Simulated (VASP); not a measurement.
# Te2Mo in VASP: settings compared, part 2 of 2

VASP 6.6.1. The steps go on from the part before.

**3. Single point, r2SCAN**

Contents of POSCAR:

```
Te2Mo
1.0
    3.5421312184      0.0000000000      0.0000000000
   -1.7710656092      3.0675756187      0.0000000000
    0.0000000000      0.0000000000     14.1762746771
Te Mo
4 2
Direct
    0.3333333333      0.6666666667      0.1233989677
    0.6666666667      0.3333333333      0.6234238173
    0.6666666667      0.3333333333      0.8766010323
    0.3333333333      0.6666666667      0.3765761827
    0.3333333333      0.6666666667      0.7500123839
    0.6666666667      0.3333333333      0.2499876161
```

Contents of INCAR.step1:

```
SYSTEM = Te2Mo
ALGO     = Normal         ! electronic algorithm
EDIFF    = 1E-4           ! SCF threshold, eV
ENCUT    = 520            ! plane-wave cutoff, eV
GGA      = PE             ! functional
ISMEAR   = 0              ! smearing method
LASPH    = .True.         ! aspherical terms in the spheres
LCHARG   = .False.        ! write CHGCAR
LREAL    = .False.        ! projectors in reciprocal space
LWAVE    = .True.         ! write WAVECAR
NBANDS   = 35             ! bands
NELM     = 60             ! most SCF steps
PREC     = Accurate       ! precision mode
SIGMA    = 0.01           ! smearing width, eV
```

Contents of INCAR.step2:

```
SYSTEM = Te2Mo
ALGO     = Normal         ! electronic algorithm
EDIFF    = 1E-6           ! SCF threshold, eV
ENCUT    = 520            ! plane-wave cutoff, eV
ISIF     = 2              ! what is computed and relaxed
ISMEAR   = 0              ! smearing method
ISTART   = 1            
LASPH    = .True.         ! aspherical terms in the spheres
LCHARG   = .False.        ! write CHGCAR
LMIXTAU  = .True.       
LREAL    = .False.        ! projectors in reciprocal space
LWAVE    = .False.        ! write WAVECAR
METAGGA  = R2SCAN         ! meta-GGA
NBANDS   = 35             ! bands
NELM     = 60             ! most SCF steps
PREC     = Accurate       ! precision mode
SIGMA    = 0.01           ! smearing width, eV
```

Contents of KPOINTS:

```
k-points
0
Gamma
  12 12 2
  0 0 0
```

Potentials or basis: VASP PAW PBE potentials, release 64 (Te, Mo_sv).

Launch:

```
$ cat potpaw_PBE.64/Te/POTCAR potpaw_PBE.64/Mo_sv/POTCAR > POTCAR
$ cp INCAR.step1 INCAR
$ mpirun -np 1 vasp_std > vasp.out
$ cp INCAR.step2 INCAR
$ mpirun -np 1 vasp_std > vasp.out
```

OUTCAR:

```text
SYSTEM = Te2Mo
   EDIFF = 1E-6
   ENCUT = 520
   ISIF = 2
   ISMEAR = 0
   ISTART = 1
   LASPH = .True.
   LREAL = .False.
   METAGGA = R2SCAN
   NELM = 60
   PREC = Accurate

 ion  position               nearest neighbor table
   1  0.333  0.667  0.123-   6 2.72   6 2.72   6 2.72   4 3.59
   2  0.667  0.333  0.623-   5 2.72   5 2.72   5 2.72   3 3.59
   3  0.667  0.333  0.877-   5 2.72   5 2.72   5 2.72   2 3.59
   4  0.333  0.667  0.377-   6 2.72   6 2.72   6 2.72   1 3.59
   5  0.333  0.667  0.750-   2 2.72   2 2.72   2 2.72   3 2.72   3 2.72   3 2.72
   6  0.667  0.333  0.250-   4 2.72   4 2.72   4 2.72   1 2.72   1 2.72   1 2.72

  LATTYP: Found a hexagonal cell.
 ALAT       =     3.5421312184
 C/A-ratio  =     4.0021878928

  Lattice vectors:

 A1 = (   3.5421312184,   0.0000000000,   0.0000000000)
 A2 = (  -1.7710656092,   3.0675756187,   0.0000000000)
 A3 = (   0.0000000000,   0.0000000000,  14.1762746771)

Analysis of symmetry for initial positions (statically):
=====================================================================
 Subroutine PRICEL returns:
 Original cell was already a primitive cell.

 Routine SETGRP: Setting up the symmetry group for a
 hexagonal supercell.

 Subroutine GETGRP returns: Found 12 space group operations
 (whereof 12 operations were pure point group operations)
 out of a pool of 24 trial point group operations.

The static configuration has the point symmetry D_3d.

Analysis of symmetry for dynamics (positions and initial velocities):
=====================================================================
 Subroutine PRICEL returns:
 Original cell was already a primitive cell.

 Routine SETGRP: Setting up the symmetry group for a
 hexagonal supercell.

 Subroutine GETGRP returns: Found 12 space group operations
 (whereof 12 operations were pure point group operations)
 out of a pool of 24 trial point group operations.

The dynamic configuration has the point symmetry D_3d.
[... 123 lines left out ...]
   EFERMI_NEDOS =   21; number of points for ismear=-14 and -15
   IALGO  =     38    algorithm
   IMIX   =      4    mixing-type and parameters
     AMIX     =   0.40;   BMIX     =  1.00
     AMIX_MAG =   1.60;   BMIX_MAG =  1.00
  volume/ion in A,a.u.               =      25.67       173.25
  Fermi-wavevector in a.u.,A,eV,Ry     =   1.139905  2.154108 17.679180  1.299383
  Thomas-Fermi vector in A             =   2.276608
   LORBIT       =      0    0 simple, 1 ext, 2 COOP (PROOUT), +10 PAW based schemes
   METAGGA = R2SCAN    functional components
   LHFCALC =     F    Hartree Fock is set to
   AEXX    =    0.0000 exact exchange contribution
   IVDW    =     0    specifies the selected vdW correction
   LEPSILON=     F    determine dielectric tensor
   LRPA    =     F    only Hartree local field effects (RPA)
 non-spin polarized calculation
 Gauss-broadening in eV      SIGMA  =   0.01
  energy-cutoff  :      520.00
  volume of cell :      154.04
 maximum number of plane-waves:      4205
 NGX is ok and might be reduce to    28
   NGX = 13   NGY = 13   NGZ = 53

 number of electron      52.0000003 magnetization

 Free energy of the ion-electron system (eV)
  ---------------------------------------------------
  ext. energy  EPLUGINS =         0.00000000
  ---------------------------------------------------
  free energy    TOTEN  =      -155.63667346 eV

  energy without entropy =     -155.63667346  energy(sigma->0) =     -155.63667346

 E-fermi :   7.9236     XC(G=0): -10.8510

 val. band max:        7.6920020349   @ k =   0.0000   0.0000   0.0000
 cond. band min:       8.6173748267   @ k =   0.2500   0.1667   0.0000
 fundamental gap:      0.9253727918
 Fermi energy:         7.9236410712

 k-point     1 :       0.0000    0.0000    0.0000
  band No.  band energies     occupation
      1     -55.0920      2.00000
      2     -55.0920      2.00000
      3     -28.5227      2.00000
      4     -28.5226      2.00000
      5     -28.4194      2.00000
      6     -28.4194      2.00000
[... 901 lines left out ...]
     34      11.3200      0.00000
     35      13.3019      0.00000

 [... further k-points ...]
[... 5 lines left out ...]
  --------------------------------------------------------------------------------------
  -------------------------------------------------------------------------------------
  Total        1.2368680      1.2368680      1.2217940     -0.0000000      0.0000000      0.0000000
  in kB       12.8650626     12.8650626     12.7082727     -0.0000000      0.0000000      0.0000000
  external PRESSURE =      12.8127993 kB  Pullay stress =       0.0000000 kB

 VOLUME and BASIS-vectors are now :
 -----------------------------------------------------------------------------
  energy-cutoff  :      520.00
  volume of cell :      154.04
      direct lattice vectors                 reciprocal lattice vectors
     3.542131218  0.000000000  0.000000000     0.282315910  0.162995167  0.000000000
    -1.771065609  3.067575619  0.000000000     0.000000000  0.325990334  0.000000000
     0.000000000  0.000000000 14.176274677     0.000000000  0.000000000  0.070540394

 POSITION                                       TOTAL-FORCE (eV/Angst)
 -----------------------------------------------------------------------------------
     -0.00000      2.04505      1.74934         0.000000      0.000000      0.008091
      1.77107      1.02253      8.83783         0.000000     -0.000000      0.007834
      1.77107      1.02253     12.42694         0.000000      0.000000     -0.008091
     -0.00000      2.04505      5.33845         0.000000      0.000000     -0.007834
     -0.00000      2.04505     10.63238         0.000000     -0.000000     -0.000052
      1.77107      1.02253      3.54389        -0.000000      0.000000      0.000052
 -----------------------------------------------------------------------------------
    total drift:                                0.000000      0.000000     -0.000000

  FREE ENERGIE OF THE ION-ELECTRON SYSTEM (eV)
  ---------------------------------------------------
  free  energy   TOTEN  =      -155.6366734557 eV

  energy  without entropy=     -155.6366734557  energy(sigma->0) =     -155.63667346
```

Wall time 19 min (1 thread of Intel Xeon 8259CL, shared host); peak memory 0.42 GiB.

Results:

```yaml
Free_energy: -155.6367 eV
Pressure: 1.3 GPa
Largest_force: 0.008 eV/Å
Band_gap_on_the_k_mesh: 0.93 eV (least direct gap 1.09 eV)
```

Forces in eV/Å, atoms in the order of the input:
```
Te   0.000  0.000  0.008
Te   0.000  0.000  0.008
Te   0.000  0.000 -0.008
Te   0.000  0.000 -0.008
Mo   0.000  0.000  0.000
Mo   0.000  0.000  0.000
```

Levels at points of the mesh, in eV from the valence-band top:
| k point | band 23 | band 24 | band 25 | band 26 | band 27 | band 28 | band 29 | band 30 |
| --- | --- | --- | --- | --- | --- | --- | --- | --- |
| (0.00, 0.00, 0.00) | -1.14 | -0.98 | -0.50 | 0.00 | 2.98 | 2.98 | 3.09 | 3.09 |
| (0.50, 0.00, 0.00) | -1.00 | -0.95 | -0.73 | -0.49 | 1.31 | 1.37 | 1.58 | 1.85 |
| (0.00, 0.00, 0.50) | -1.16 | -1.16 | -0.12 | -0.12 | 3.02 | 3.02 | 3.02 | 3.02 |
| (0.50, 0.00, 0.50) | -0.97 | -0.97 | -0.61 | -0.61 | 1.34 | 1.34 | 1.73 | 1.73 |

Caveat: the PAW data sets were made with another functional, which shifts forces and pressure a little; spin-orbit coupling is left out, which moves the levels of the heavy elements. A k mesh can miss the band edges.
